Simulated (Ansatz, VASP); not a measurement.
# Two plane-wave programs on BAs

```
CELL_PARAMETERS angstrom
3.35626 0.00000 0.00000
-1.67813 2.90660 0.00000
0.00000 0.00000 16.00000
ATOMIC_POSITIONS crystal
B 0.33333 0.66667 0.50000
As 0.66667 0.33333 0.50000
```

Alike in both runs: task single point; functional PBEsol; k mesh 12 × 12 × 1; occupations gaussian, width 0.03 eV; no spin polarisation.

```csv
,VASP,Ansatz
version,VASP 6.6.1,Ansatz 0.2.0
potentials or method,"VASP PAW PBE potentials, release 64 (B, As), cutoff 420 eV","scalar-relativistic, plane waves, PAW"
valence electrons in the cell,8,18
```

|  | VASP | Ansatz | Ansatz less VASP |
| --- | --- | --- | --- |
| gap on the k mesh at the Fermi level (eV) | 0.73 | 0.74 | +0.012 |
| least direct gap on the mesh (eV) | 0.73 | 0.74 | +0.012 |

VASP's potentials were made for PBE, not for PBEsol, and Ansatz warns of the same on its side. VASP's potentials hold 8 valence electrons a cell and Ansatz's 18, so a difference there can come from the potentials and not from the codes.
